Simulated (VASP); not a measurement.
The system is InP.

```
In P
1.0
     3.91758    0.00000    0.00000
    -1.95879    3.39273    0.00000
     0.00000    0.00000    6.39179
In P
2 2
Cartesian
  0.0000 0.0000 0.0000
  0.0000 2.2618 3.1959
  1.9588 1.1309 1.5979
  1.9588 1.1309 4.7938
```

| Item | Value |
| --- | --- |
| Program | VASP 6.6.1 |
| Task | relaxation of cell and atoms |
| Functional | PBE |
| Potentials or basis | VASP PAW PBE potentials, release 64 (In_d, P) |
| Cutoff | 600 eV |
| k mesh | 12 × 12 × 6 |
| Occupations | gaussian, width 0.1 eV |
| Spin | no spin polarisation |

At the start: pressure 2.5 GPa; volume 21.24 Å³/atom.

Problem. How do energy, volume and symmetry change on relaxing?

Solution. Over 6 steps the energy falls by 6.5 meV/atom and the volume is 22.07 Å³/atom (+3.9 %); space group P6_3/mmc (No. 194, to 0.1 Å) before and after.

Step by step:
| step | energy change (eV) | largest force (eV/Å) | pressure (GPa) | volume (Å³) |
| --- | --- | --- | --- | --- |
| 1 | 0.0000 | 0.0000 | 2.52 | 84.96 |
| 2 | -0.0213 | 0.0000 | -0.79 | 89.13 |
| 3 | -0.0239 | 0.0000 | 0.00 | 88.07 |
| 4 | -0.0238 | 0.0000 | -0.07 | 88.13 |
| 5 | -0.0253 | 0.0000 | -0.06 | 88.20 |
| 6 | -0.0260 | 0.0000 | -0.04 | 88.28 |

Final structure:
```xyz
4
Lattice="3.9879 0.0000 0.0000 -1.9939 3.4536 0.0000 0.0000 0.0000 6.4099" Properties=species:S:1:pos:R:3 pbc="T T T"
In    0.0000    0.0000    0.0000
In    0.0000    2.3024    3.2049
P     1.9939    1.1512    1.6025
P     1.9939    1.1512    4.8074
```
